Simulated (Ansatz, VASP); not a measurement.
# One calculation of AgCl, two programs

Contents of POSCAR:

```
AgCl
1.0
    0.0000000000      2.7731838126      2.9387428863
    2.7731838126      0.0000000000      2.9387428863
    2.7731838126      2.7731838126      0.0000000000
Ag Cl
1 1
Direct
    0.0000000000      0.0000000000      0.0000000000
    0.5000000000      0.5000000000      0.5000000000
```

File INCAR.step1:

```
PREC = Accurate
ENCUT = 520
ISMEAR = 0
SIGMA = 0.01
LREAL = F
LASPH = T
NELM = 60
NBANDS = 16
GGA = PE
ALGO = Normal
EDIFF = 1E-4
LWAVE = T
LCHARG = F
```

INCAR.step2

```
PREC = Accurate
ENCUT = 520
EDIFF = 1E-7
ISMEAR = 0
SIGMA = 0.01
LREAL = F
LASPH = T
NELM = 60
ALGO = Normal
ISIF = 2
LWAVE = F
LCHARG = T
METAGGA = R2SCAN
LMIXTAU = T
LELF = T
LVHAR = T
NBANDS = 16
ISTART = 1
```

KPOINTS

```
Automatic mesh
0
Gamma
  8 8 8
```

Input for Ansatz:

```yaml
crystal:
  lattice:
    - [0.0, 2.7731838126, 2.9387428863]
    - [2.7731838126, 0.0, 2.9387428863]
    - [2.7731838126, 2.7731838126, 0.0]
  atoms:
    - { symbol: Ag, position: [0.0, 0.0, 0.0] }
    - { symbol: Cl, position: [0.5, 0.5, 0.5] }
kpoints:
  mp_grid: { grid: [8, 8, 8] }
  band_path:
    path:
      - [0.0, 0.0, 0.0]
      - [0.5, 0.0, 0.5]
      - [0.625, 0.25, 0.625]
      - [0.375, 0.375, 0.75]
      - [0.5, 0.5, 0.5]
      - [0.5, 0.25, 0.75]
      - [0.0375, 0.0375, 0.075]
      - [0.0, 0.0, 0.5]
    npoints: 1
hamiltonian:
  xc: r2scan
scf:
  occupations: { method: fixed }
  n_extra_bands: 4
output:
  forces: true
  stress: true
  eigenvalues: true
```

Change from the starting cell: uniaxial_z strain +6.0%.

Alike in both runs: task single point; functional r2SCAN; k mesh 8 × 8 × 8; no spin polarisation.

|  | VASP | Ansatz |
| --- | --- | --- |
| version | VASP 6.6.1 | Ansatz 0.2.0 |
| potentials or method | VASP PAW PBE potentials, release 64 (Ag, Cl) | plane waves, PAW |
| plane-wave cutoff (eV) | 520 | 500 |
| occupations | gaussian, width 0.01 eV | fixed |
| valence electrons in the cell | 18 | 26 |

Ansatz gave:

```
gap on the k mesh at the Fermi level (eV)                     : 1.32
pressure (GPa)                                                : -2.3
traceless stress, the component that is largest in VASP (GPa) : -0.55
```

Task: Which values does VASP return?

Result: gap on the k mesh at the Fermi level (eV): 1.27; pressure (GPa): -2.4; traceless stress, the component that is largest in VASP (GPa): -0.53.

VASP's potentials were made for PBE, not for r2SCAN. VASP's potentials hold 18 valence electrons a cell and Ansatz's 26, so a difference there can come from the potentials and not from the codes.
